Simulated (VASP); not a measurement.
**Al2O3: single point with PBE**

Al2O3:

```
Al O
1.0
     2.40430    1.38812    4.37491
    -2.40430    1.38812    4.37491
     0.00000   -2.77625    4.37491
Al O
4 6
Direct
  0.14787 0.14787 0.14787
  0.35213 0.35213 0.35213
  0.64787 0.64787 0.64787
  0.85213 0.85213 0.85213
  0.94384 0.55616 0.25000
  0.44384 0.75000 0.05616
  0.55616 0.25000 0.94384
  0.25000 0.94384 0.55616
  0.75000 0.05616 0.44384
  0.05616 0.44384 0.75000
```

- Program: VASP 6.6.1
- Task: single point
- Functional: PBE
- Potentials or basis: VASP PAW PBE potentials, release 64 (Al, O)
- Cutoff: 520 eV
- k mesh: 6 × 6 × 6
- Occupations: gaussian, width 0.02 eV
- Spin: no spin polarisation

- Pressure: -0.2 GPa
- Largest force: 0.008 eV/Å
- Band gap on the k mesh: 5.85 eV, direct

Forces in eV/Å, atoms in the order of the input:
```
Al   0.000  0.000 -0.008
Al   0.000  0.000  0.008
Al   0.000  0.000 -0.008
Al   0.000  0.000  0.008
O   -0.001  0.000  0.000
O   -0.001 -0.001  0.000
O    0.001  0.001  0.000
O    0.001 -0.001  0.000
O   -0.001  0.001  0.000
O    0.001  0.000  0.000
```

Levels at points of the mesh, in eV from the valence-band top:
| k point | band 20 | band 21 | band 22 | band 23 | band 24 | band 25 | band 26 | band 27 | band 28 | band 29 |
| --- | --- | --- | --- | --- | --- | --- | --- | --- | --- | --- |
| (0.00, 0.00, 0.00) | -0.46 | -0.46 | -0.03 | -0.03 | 0.00 | 5.85 | 8.90 | 10.36 | 11.27 | 11.27 |
| (0.50, 0.00, 0.00) | -1.28 | -0.86 | -0.86 | -0.25 | -0.25 | 9.13 | 9.13 | 9.35 | 9.35 | 11.60 |
| (0.50, 0.50, 0.00) | -1.25 | -0.96 | -0.87 | -0.70 | -0.23 | 9.35 | 9.49 | 9.61 | 10.14 | 10.90 |
| (0.50, 0.50, 0.50) | -1.92 | -0.35 | -0.35 | -0.35 | -0.35 | 8.35 | 8.35 | 10.84 | 10.84 | 12.08 |

It took 50 s on 1 thread of Intel(R) Xeon(R) 6975P-C (Granite Rapids) (shared host), peak memory 0.26 GiB.

Expect the measured gap to be larger: semilocal functionals such as PBE lack the derivative discontinuity.
